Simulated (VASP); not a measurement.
Crystal: FeB4.

```
CELL_PARAMETERS angstrom
4.57860 0.00000 0.00000
0.00000 5.29810 0.00000
0.00000 0.00000 2.99910
ATOMIC_POSITIONS crystal
Fe 0.00000 0.00000 0.00000
Fe 0.50000 0.50000 0.50000
B 0.24870 0.31230 0.00000
B 0.75130 0.68770 0.00000
B 0.74870 0.18770 0.50000
B 0.25130 0.81230 0.50000
B 0.34110 0.12630 0.50000
B 0.65890 0.87370 0.50000
B 0.84110 0.37370 0.00000
B 0.15890 0.62630 0.00000
```

```yaml
Program: VASP 6.6.1
Task: relaxation of cell and atoms
Functional: LDA
Potentials_or_basis: VASP PAW LDA potentials, release 64 (Fe, B)
Cutoff: 600 eV
k_mesh: 4 × 4 × 6
Occupations: gaussian, width 0.1 eV
Spin: no spin polarisation
```

At the start: pressure -15.2 GPa; volume 7.28 Å³/atom.

Problem. How do energy, volume and symmetry change on relaxing?

Solution. Over 8 steps the energy falls by 20.7 meV/atom and the volume is 6.88 Å³/atom (-5.4 %); space group Pnnm (No. 58, to 0.1 Å) before and after.

The path:
| step | energy change (eV) | largest force (eV/Å) | pressure (GPa) | volume (Å³) |
| --- | --- | --- | --- | --- |
| 1 | 0.0000 | 0.0596 | -15.20 | 72.75 |
| 2 | -0.0086 | 0.2685 | 17.49 | 65.72 |
| 3 | -0.1881 | 0.1181 | -0.17 | 69.08 |
| 4 | -0.2023 | 0.1413 | 0.09 | 68.77 |
| 5 | -0.2023 | 0.1331 | 0.07 | 68.79 |
| 6 | -0.2056 | 0.0592 | 0.11 | 68.76 |
| 7 | -0.2057 | 0.0810 | 0.12 | 68.75 |
| 8 | -0.2068 | 0.0240 | -0.04 | 68.79 |

Final structure:
```
CELL_PARAMETERS angstrom
4.43413 0.00000 0.00000
0.00000 5.22984 0.00000
0.00000 0.00000 2.96630
ATOMIC_POSITIONS crystal
Fe 0.00000 0.00000 0.00000
Fe 0.50000 0.50000 0.50000
B 0.25044 0.31239 0.00000
B 0.74956 0.68761 0.00000
B 0.75044 0.18761 0.50000
B 0.24956 0.81239 0.50000
B 0.33906 0.12578 0.50000
B 0.66094 0.87422 0.50000
B 0.83906 0.37422 0.00000
B 0.16094 0.62578 0.00000
```

Caveat: the run has no spin polarisation, though such a crystal can be magnetic; the relaxation stopped at a loose force limit of 0.05 eV/Å, so its end isn't a converged minimum.
